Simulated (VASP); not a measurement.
## EuO: single point with PBE+U

The system is EuO.

```
Eu O
1.0
     0.00000    2.36203    2.36203
     2.36203    0.00000    2.36203
     2.36203    2.36203    0.00000
Eu O
1 1
Direct
  0.00000 0.00000 0.00000
  0.50000 0.50000 0.50000
```

```json
{
  "Program": "VASP 6.6.1",
  "Task": "single point",
  "Functional": "PBE",
  "Potentials or basis": "VASP PAW PBE potentials, release 64 (Eu, O)",
  "Cutoff": "600 eV",
  "k mesh": "10 × 10 × 10",
  "Occupations": "gaussian, width 0.05 eV",
  "Spin": "collinear spin, ferromagnetic start",
  "Starting moments": "[7.25, -0.11] μB",
  "Hubbard terms": "Eu f U = 6.0 eV",
  "Dipole correction": "no",
  "Further INCAR settings": "ALGO = Normal; EDIFF = 1e-06; NBANDS = 22"
}
```

```
Pressure                                              : 42.3 GPa
Band gap on the k mesh                                : zero (filled and empty bands overlap)
Net moment                                            : 6.99 μB per cell
Site moments                                          : Eu +6.71; O -0.12 μB
Valence electrons inside the program's atomic spheres : Eu 15.16; O 5.08
```

Levels at points of the mesh, in eV from the Fermi level:
Spin up:
```
           k point  band 12  band 13  band 14  band 15  band 16  band 17  band 18  band 19
(0.00, 0.00, 0.00)    -0.71     0.12     0.12     0.12     2.06     2.51     2.51     2.51
(0.50, 0.00, 0.00)    -0.74    -0.74    -0.70    -0.67     3.78     6.38     6.38     7.45
(0.50, 0.50, 0.00)    -0.89    -0.87    -0.70    -0.13    -0.13     6.06     8.04     9.44
```
Spin down:
```tsv
k point	band 5	band 6	band 7	band 8	band 9	band 10	band 11	band 12
(0.00, 0.00, 0.00)	-15.79	-3.39	-3.39	-3.39	3.23	3.65	3.65	3.65
(0.50, 0.00, 0.00)	-14.43	-5.97	-5.17	-5.17	4.59	7.16	7.57	7.57
(0.50, 0.50, 0.00)	-16.72	-3.00	-3.00	-2.64	-0.18	7.11	8.47	9.14
```

Eigenvalues of the final occupation matrices:
| site | spin | trace | eigenvalues |
| --- | --- | --- | --- |
| site 1 f | 1 | 6.72 | 0.95 0.96 0.96 0.96 0.97 0.97 0.97 |
| site 1 f | 2 | 0.04 | 0.00 0.00 0.00 0.00 0.01 0.01 0.01 |

It took 49 s on 1 thread of Intel(R) Xeon(R) 6975P-C (Granite Rapids), on a shared host, peak memory 0.21 GiB.

Caveat: the cell stands under pressure; spin-orbit coupling is left out, which moves the levels of the heavy elements; a cell with one magnetic atom can't hold antiferromagnetic order, which such compounds often take. The state reached can hang on the start; a lower one may exist.
